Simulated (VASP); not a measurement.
# TiO2 in VASP: settings compared

The runs below take TiO2 through single point, with PBE, r2SCAN.

Program: VASP 6.6.1. These are calculated values, not measurements. Logs are shortened: lines on timing, memory, paths and dates and some standing lists are left out, and cuts for length are marked.

## 1. The cell of the first run

The structure is tetragonal, space group I4/mmm (No. 139). Conventional cell: a = 3.331 Å, b = 3.331 Å, c = 4.794 Å, α = 90.00°, β = 90.00°, γ = 90.00°. Within 2.7 Å of Ti (site symmetry 4/mmm) lie 8 O at 2.05 Å. O (site symmetry -4m2) has 4 Ti at 2.05 Å and 6 O at 2.36 to 2.40 Å within 2.7 Å.

## 2. Single point, PBE (biaxial xy strain -1.7%)

File INCAR:

```
SYSTEM = TiO2
PREC = Accurate ; ENCUT = 520
EDIFF = 1E-7 ; ISMEAR = -1
SIGMA = 0.02 ; LREAL = .FALSE.
LASPH = .TRUE. ; NELM = 100
ALGO = Normal ; ISIF = 2
LWAVE = .FALSE. ; LCHARG = .FALSE.
GGA = PE ; NBANDS = 19
```

File KPOINTS:

```
Automatic mesh
0
G
  10 10 10
  0 0 0
```

File POSCAR:

```
TiO2
1.0
    0.0000000000      2.3556018291      2.3968272579
    2.3556018291      0.0000000000      2.3968272579
    2.3556018291      2.3556018291      0.0000000000
Ti O
1 2
Direct
    0.0000000000      0.0000000000      0.0000000000
    0.2500000000      0.2500000000      0.2500000000
    0.7500000000      0.7500000000      0.7500000000
```

Potentials or basis: VASP PAW PBE potentials, release 64 (Ti_sv, O).

Started as:

```sh
cat potpaw_PBE.64/Ti_sv/POTCAR potpaw_PBE.64/O/POTCAR > POTCAR
mpirun -np 1 vasp_std > vasp.out
```

OUTCAR:

```text
SYSTEM = TiO2
   PREC = Accurate
   ENCUT = 520
   EDIFF = 1E-7
   ISMEAR = -1
   LREAL = .FALSE.
   LASPH = .TRUE.
   NELM = 100
   ISIF = 2
   GGA = PE

 ion  position               nearest neighbor table
   1  0.000  0.000  0.000-   3 2.05   3 2.05   3 2.05   2 2.05   3 2.05   2 2.05   2 2.05   2 2.05

   2  0.250  0.250  0.250-   1 2.05   1 2.05   1 2.05   1 2.05
   3  0.750  0.750  0.750-   1 2.05   1 2.05   1 2.05   1 2.05

  LATTYP: Found a body centered tetragonal cell.
 ALAT       =     3.3313240543
 C/A-ratio  =     1.4389637387

  Lattice vectors:

 A1 = (  -2.3556018291,   0.0000000000,   2.3968272579)
 A2 = (   2.3556018291,   0.0000000000,   2.3968272579)
 A3 = (   0.0000000000,   2.3556018291,  -2.3968272579)

Analysis of symmetry for initial positions (statically):
=====================================================================
 Subroutine PRICEL returns:
 Original cell was already a primitive cell.

 Routine SETGRP: Setting up the symmetry group for a
 body centered tetragonal supercell.

 Subroutine GETGRP returns: Found 16 space group operations
 (whereof 16 operations were pure point group operations)
 out of a pool of 16 trial point group operations.

The static configuration has the point symmetry D_4h.

Analysis of symmetry for dynamics (positions and initial velocities):
=====================================================================
 Subroutine PRICEL returns:
 Original cell was already a primitive cell.

 Routine SETGRP: Setting up the symmetry group for a
 body centered tetragonal supercell.

 Subroutine GETGRP returns: Found 16 space group operations
 (whereof 16 operations were pure point group operations)
 out of a pool of 16 trial point group operations.

The dynamic configuration has the point symmetry D_4h.

 Subroutine INISYM returns: Found 16 space group operations
 (whereof 16 operations are pure point group operations),
 and found     1 'primitive' translations

----------------------------------------------------------------------------------------

                                     Primitive cell

  volume of cell :      26.5993

  direct lattice vectors                    reciprocal lattice vectors
     0.000000000  2.355601829  2.396827258    -0.212259981  0.212259981  0.208609110
     2.355601829  0.000000000  2.396827258     0.212259981 -0.212259981  0.208609110
     2.355601829  2.355601829  0.000000000     0.212259981  0.212259981 -0.208609110

[... 78 lines left out ...]
   ICHARG =      2    charge: 1-file 2-atom 10-const
   ISPIN  =      1    spin polarized calculation?
   LNONCOLLINEAR =      F non collinear calculations
   LSORBIT =      F    spin-orbit coupling
   LASPH  =      T    aspherical Exc in radial PAW
   ENCUT  =  520.0 eV  38.22 Ry    6.18 a.u.   6.25  6.25  6.19*2*pi/ulx,y,z
   NELM   =    100;   NELMIN=  2; NELMDL= -5     # of ELM steps
   EDIFF  = 0.1E-06   stopping-criterion for ELM
   LREAL  =      F    real-space projection
   EDIFFG = 0.1E-05   stopping-criterion for IOM
   NSW    =      0    number of steps for IOM
   IBRION =     -1    ionic relax: 0-MD 1-quasi-New 2-CG
   NFREE  =      0    steps in history (QN), initial steepest desc. (CG)
   ISIF   =      2    stress and relaxation
   ISYM   =      2    0-nonsym 1-usesym 2-fastsym
   POTIM  = 0.5000    time-step for ionic-motion
   TEBEG  =    0.0;   TEEND  =   0.0 temperature during run
   PSTRESS=    0.0 pullay stress
   NELECT =      24.0000    total number of electrons
   NUPDOWN=      -1.0000    fix difference up-down
   EMIN   =  10.00;   EMAX   =-10.00  energy-range for DOS
   EFERMI =   0.00;   METHOD = LEGACY
   ISMEAR =    -1;   SIGMA  =   0.02  broadening in eV -4-tet -1-fermi 0-gaus
   EFERMI_NEDOS =   21; number of points for ismear=-14 and -15
   IALGO  =     38    algorithm
   IMIX   =      4    mixing-type and parameters
     AMIX     =   0.40;   BMIX     =  1.00
     AMIX_MAG =   1.60;   BMIX_MAG =  1.00
  volume/ion in A,a.u.               =       8.87        59.83
  Fermi-wavevector in a.u.,A,eV,Ry     =   1.581934  2.989422 34.048794  2.502516
  Thomas-Fermi vector in A             =   2.681934
   LORBIT       =      0    0 simple, 1 ext, 2 COOP (PROOUT), +10 PAW based schemes
   GGA     = PE    functional components
   LHFCALC =     F    Hartree Fock is set to
   AEXX    =    0.0000 exact exchange contribution
   IVDW    =     0    specifies the selected vdW correction
   LEPSILON=     F    determine dielectric tensor
   LRPA    =     F    only Hartree local field effects (RPA)
 non-spin polarized calculation
  energy-cutoff  :      520.00
  volume of cell :       26.60
 maximum number of plane-waves:       727
 NGX is ok and might be reduce to    28
   NGX = 13   NGY = 13   NGZ = 13

 number of electron      23.9999998 magnetization

 Free energy of the ion-electron system (eV)
  ---------------------------------------------------
  ext. energy  EPLUGINS =         0.00000000
  ---------------------------------------------------
  free energy    TOTEN  =       -25.93703606 eV

  energy without entropy =      -25.93703606  energy(sigma->0) =      -25.93703606

 E-fermi :   8.2897     XC(G=0): -12.4390

 val. band max:        7.9240704375   @ k =   0.5000   0.0000   0.5000
 cond. band min:       8.9576780611   @ k =   0.0000   0.0000   0.0000
 fundamental gap:      1.0336076236
 Fermi energy:         8.2896529408

 k-point     1 :       0.0000    0.0000    0.0000
  band No.  band energies     occupation
      1     -49.8354      2.00000
      2     -25.9238      2.00000
      3     -25.9238      2.00000
      4     -25.9216      2.00000
      5     -12.1296      2.00000
      6      -8.0740      2.00000
[... 505 lines left out ...]
      6      -9.4262      2.00000
[... 11 lines left out ...]
     18      18.6943      0.00000
     19      22.6213      0.00000

 [... further k-points ...]
[... 5 lines left out ...]
  --------------------------------------------------------------------------------------
  -------------------------------------------------------------------------------------
  Total        3.3836382      3.3836382      1.7488881      0.0000000      0.0000000      0.0000000
  in kB      203.8093066    203.8093066    105.3421361      0.0000000      0.0000000      0.0000000
  external PRESSURE =     170.9869165 kB  Pullay stress =       0.0000000 kB

 VOLUME and BASIS-vectors are now :
 -----------------------------------------------------------------------------
  energy-cutoff  :      520.00
  volume of cell :       26.60
      direct lattice vectors                 reciprocal lattice vectors
     0.000000000  2.355601829  2.396827258    -0.212259981  0.212259981  0.208609110
     2.355601829  0.000000000  2.396827258     0.212259981 -0.212259981  0.208609110
     2.355601829  2.355601829  0.000000000     0.212259981  0.212259981 -0.208609110

 POSITION                                       TOTAL-FORCE (eV/Angst)
 -----------------------------------------------------------------------------------
      0.00000      0.00000      0.00000         0.000000     -0.000000     -0.000000
      1.17780      1.17780      1.19841        -0.000000      0.000000     -0.000000
      3.53340      3.53340      3.59524        -0.000000      0.000000      0.000000
 -----------------------------------------------------------------------------------
    total drift:                                0.000000     -0.000000      0.000000

  FREE ENERGIE OF THE ION-ELECTRON SYSTEM (eV)
  ---------------------------------------------------
  free  energy   TOTEN  =       -25.9370360636 eV

  energy  without entropy=      -25.9370360636  energy(sigma->0) =      -25.93703606
```

Wall time 73 s (1 thread of Intel Xeon Platinum 8259CL at 2.50GHz (Skylake/Cascade Lake), shared host); peak memory 0.19 GiB.

What came out:

```
Free energy            : -25.9370 eV
Pressure               : 17.1 GPa
Band gap on the k mesh : 1.03 eV, indirect (least direct gap 1.77 eV)
```

Levels at points of the mesh, in eV from the valence-band top:
| k point | band 10 | band 11 | band 12 | band 13 | band 14 | band 15 |
| --- | --- | --- | --- | --- | --- | --- |
| (0.00, 0.00, 0.00) | -1.16 | -0.88 | -0.88 | 1.03 | 1.13 | 5.54 |
| (0.50, 0.00, 0.00) | -3.43 | -2.71 | -2.68 | 1.44 | 1.48 | 2.98 |
| (0.50, 0.50, 0.00) | -2.21 | -2.21 | -0.21 | 1.81 | 1.84 | 2.94 |
| (0.50, 0.00, 0.50) | -2.44 | -2.12 | 0.00 | 1.77 | 1.93 | 3.06 |

Caveat: the cell differs from its parent crystal (biaxial xy strain -1.7%).

[end of part 1 of 2]
